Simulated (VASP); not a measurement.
**SrAgI3: single point with PBE**

SrAgI3:

```
CELL_PARAMETERS angstrom
5.80891 0.00000 0.00000
0.00000 5.80891 0.00000
0.00000 0.00000 5.80891
ATOMIC_POSITIONS crystal
Sr 0.00000 0.00000 0.00000
Ag 0.50000 0.50000 0.50000
I 0.50000 0.50000 0.00000
I 0.00000 0.50000 0.50000
I 0.50000 0.00000 0.50000
```

* Program: VASP 6.6.1
* Task: single point
* Functional: PBE
* Potentials or basis: VASP PAW PBE potentials, release 64 (Sr_sv, Ag, I)
* Cutoff: 520 eV
* k mesh: 8 × 8 × 8
* Occupations: gaussian, width 0.1 eV
* Spin: no spin polarisation
* Dipole correction: no
* Further INCAR settings: ALGO = Normal; EDIFF = 1e-07; NBANDS = 29

```
Pressure               : 0.0 GPa
Band gap on the k mesh : zero (band 21 reaches 4.05 eV, above the bottom of band 22 at 3.94 eV)
```

Levels at points of the mesh, in eV from the Fermi level:
| k point | band 17 | band 18 | band 19 | band 20 | band 21 | band 22 | band 23 | band 24 | band 25 | band 26 |
| --- | --- | --- | --- | --- | --- | --- | --- | --- | --- | --- |
| (0.00, 0.00, 0.00) | -2.56 | -2.56 | -2.00 | -2.00 | -2.00 | -0.17 | 0.62 | 1.18 | 1.18 | 1.73 |
| (0.50, 0.00, 0.00) | -2.49 | -2.49 | -2.34 | -2.24 | -2.24 | 1.61 | 1.81 | 2.24 | 2.25 | 2.52 |
| (0.50, 0.50, 0.00) | -3.14 | -2.56 | -2.56 | -1.75 | -0.08 | 1.57 | 1.96 | 2.60 | 2.63 | 2.72 |
| (0.50, 0.50, 0.50) | -1.69 | -1.69 | -1.69 | -0.06 | -0.06 | 0.31 | 1.75 | 1.75 | 1.75 | 2.31 |

Run time: 4.5 min on 1 thread of Intel(R) Xeon(R) Platinum 8259CL CPU @ 2.50GHz (Skylake/Cascade Lake), with other jobs on the host, peak memory 0.45 GiB.

Caveat: spin-orbit coupling is left out, which moves the levels of the heavy elements.
